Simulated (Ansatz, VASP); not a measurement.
# Two plane-wave programs on Pt

Contents of INCAR:

```
SYSTEM = Pt
  ALGO = Normal
  EDIFF = 1E-7
  ENCUT = 520
  GGA = PE
  ISIF = 2
  ISMEAR = 0
  LASPH = .True.
  LCHARG = .False.
  LREAL = .False.
  LWAVE = .False.
  NBANDS = 11
  NELM = 60
  PREC = Accurate
  SIGMA = 0.15
```

Contents of KPOINTS:

```
k-points
0
Gamma
  20 20 20
  0 0 0
```

POSCAR

```
Pt
1.0
    0.0000000000      2.0557950000      1.8600050000
    2.0557950000      0.0000000000      1.8600050000
    2.0557950000      2.0557950000      0.0000000000
Pt
1
Direct
    0.0000000000      0.0000000000      0.0000000000
```

Input for Ansatz:

```yaml
crystal:
  lattice:
    - [0.0, 2.055795, 1.860005]
    - [2.055795, 0.0, 1.860005]
    - [2.055795, 2.055795, 0.0]
  atoms:
    - { symbol: Pt, position: [0.0, 0.0, 0.0] }
basis:
  ecutwfc: 420
kpoints:
  mp_grid: { grid: [20, 20, 20] }
hamiltonian:
  xc: pbe
scf:
  occupations: { method: gaussian, width: 0.15 }
output:
  forces: true
  stress: true
  eigenvalues: true
```

Change from the starting cell: strain +0.050 along x and y, -0.050 along z, atoms carried along.

Alike in both runs: task single point; functional PBE; k mesh 20 × 20 × 20; occupations gaussian, width 0.15 eV; no spin polarisation.

```csv
,VASP,Ansatz
version,VASP 6.6.1,Ansatz 0.2.0
potentials or method,"VASP PAW PBE potentials, release 64 (Pt), cutoff 520 eV","scalar-relativistic, plane waves, PAW"
valence electrons in the cell,10,18
```

Ansatz gave:

```
gap on the k mesh at the Fermi level (eV)                     : none
pressure (GPa)                                                : -0.4
traceless stress, the component that is largest in VASP (GPa) : 3.31
```

Estimate VASP's values.

gap on the k mesh at the Fermi level (eV): none; pressure (GPa): -0.9; traceless stress, the component that is largest in VASP (GPa): 3.29.

A gap of «none» marks a metal or a gap that the smearing closes. The functional is the same, so the differences come from potentials, cutoffs and numerics. VASP's potentials hold 10 valence electrons a cell and Ansatz's 18, so a difference there can come from the potentials and not from the codes.

Spin-orbit coupling is off throughout.
